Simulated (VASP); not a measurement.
A run of VASP 6.6.1 is set up as follows.

Contents of INCAR:

```
SYSTEM = Ta
PREC = Accurate ; ENCUT = 520
EDIFF = 1E-7 ; ISMEAR = 0
SIGMA = 0.15 ; LREAL = .False.
LASPH = .True. ; NELM = 100
ALGO = Fast ; ISIF = 2
LWAVE = .False. ; LCHARG = .False.
GGA = PS ; NBANDS = 12
```

The input KPOINTS:

```
Automatic mesh
0
Gamma
  22 22 22
  0 0 0
```

POSCAR

```
Ta
1.0
   -1.8303622268      1.6560420147      1.6560420147
    1.6560420147     -1.8303622268      1.6560420147
    1.6560420147      1.6560420147     -1.8303622268
Ta
1
Direct
    0.0000000000      0.0000000000      0.0000000000
```

Potentials or basis: VASP PAW PBE potentials, release 64 (Ta_pv).

Launch:

```bash
$ cat potpaw_PBE.64/Ta_pv/POTCAR > POTCAR
$ mpirun -np 1 vasp_std > vasp.out
```

Question: Predict the pressure.

Answer: -0.3 GPa.

Stress tensor (GPa, compression positive):
```
-0.29  8.72  8.72
 8.72 -0.29  8.72
 8.72  8.72 -0.29
```

Caveat: the PAW data sets were made with another functional, which shifts forces and pressure a little.
